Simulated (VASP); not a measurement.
Crystal: MgZn2O3.

```xyz
6
Lattice="3.0479 0.0000 0.0000 -1.5240 2.6396 0.0000 0.0000 0.0000 7.4380" Properties=species:S:1:pos:R:3 pbc="T T T"
Mg    0.0000    0.0000    0.0000
Zn    0.0000    1.7597    4.9733
Zn    1.5240    0.8799    2.4647
O     0.0000    1.7597    1.1941
O     1.5240    0.8799    6.2439
O     0.0000    0.0000    3.7190
```

- Program: VASP 6.6.1
- Task: relaxation of cell and atoms
- Functional: LDA
- Potentials or basis: VASP PAW LDA potentials, release 64 (Mg, Zn, O)
- Cutoff: 600 eV
- k mesh: 12 × 12 × 4
- Occupations: fermi-dirac, width 0.02 eV
- Spin: no spin polarisation

At the start: pressure -13.2 GPa; volume 9.97 Å³/atom.

Task: How do energy, volume and symmetry change on relaxing?

Result: Over 8 steps the energy falls by 33.2 meV/atom and the volume is 9.22 Å³/atom (-7.6 %); space group P-3m1 (No. 164, to 0.1 Å) before and after.

The path:
| step | energy change (eV) | largest force (eV/Å) | pressure (GPa) | volume (Å³) |
| --- | --- | --- | --- | --- |
| 1 | 0.0000 | 0.1193 | -13.15 | 59.84 |
| 2 | -0.1354 | 0.1310 | 9.14 | 53.03 |
| 3 | -0.1993 | 0.0311 | -0.06 | 55.33 |
| 4 | -0.1993 | 0.0310 | 0.26 | 55.24 |
| 5 | -0.1994 | 0.0110 | -0.16 | 55.36 |
| 6 | -0.1994 | 0.0131 | -0.11 | 55.34 |
| 7 | -0.1995 | 0.0057 | -0.05 | 55.32 |
| 8 | -0.1995 | 0.0028 | -0.02 | 55.30 |

Final structure:
```xyz
6
Lattice="2.9702 0.0000 0.0000 -1.4851 2.5723 0.0000 0.0000 0.0000 7.2382" Properties=species:S:1:pos:R:3 pbc="T T T"
Mg    0.0000    0.0000    0.0000
Zn    0.0000    1.7149    4.8428
Zn    1.4851    0.8574    2.3953
O     0.0000    1.7149    1.1634
O     1.4851    0.8574    6.0748
O     0.0000    0.0000    3.6191
```
